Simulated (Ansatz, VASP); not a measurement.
## MgO in VASP and in Ansatz

```
CELL_PARAMETERS angstrom
-0.02158 2.08059 2.08059
2.08059 -0.02158 2.08059
2.08059 2.08059 -0.02158
ATOMIC_POSITIONS crystal
Mg 0.00000 0.00000 0.00000
O 0.50000 0.50000 0.50000
```

Change from the starting cell: shear_111 strain -1.5%.

Alike in both runs: task single point; functional HSE06; k mesh 8 × 8 × 8; no spin polarisation.

```csv
,VASP,Ansatz
version,VASP 6.6.1,Ansatz 0.2.0
potentials or method,"VASP PAW PBE potentials, release 64 (Mg, O)","plane waves, PAW"
plane-wave cutoff (eV),520,420
occupations,"gaussian, width 0.01 eV",fixed
valence electrons in the cell,8,16
```

Ansatz gave:

| Item | Value |
| --- | --- |
| gap on the k mesh at the Fermi level (eV) | 6.63 |
| pressure (GPa) | 2.3 |
| traceless stress, the component that is largest in VASP (GPa) | 1.60 |

Question: Which values does VASP return?

Answer: gap on the k mesh at the Fermi level (eV): 6.58; pressure (GPa): 2.0; traceless stress, the component that is largest in VASP (GPa): 1.60.

VASP's potentials hold 8 valence electrons a cell and Ansatz's 16, so a difference there can come from the potentials and not from the codes. Ansatz's warnings: stress exchange threshold loose, stress scf threshold loose.
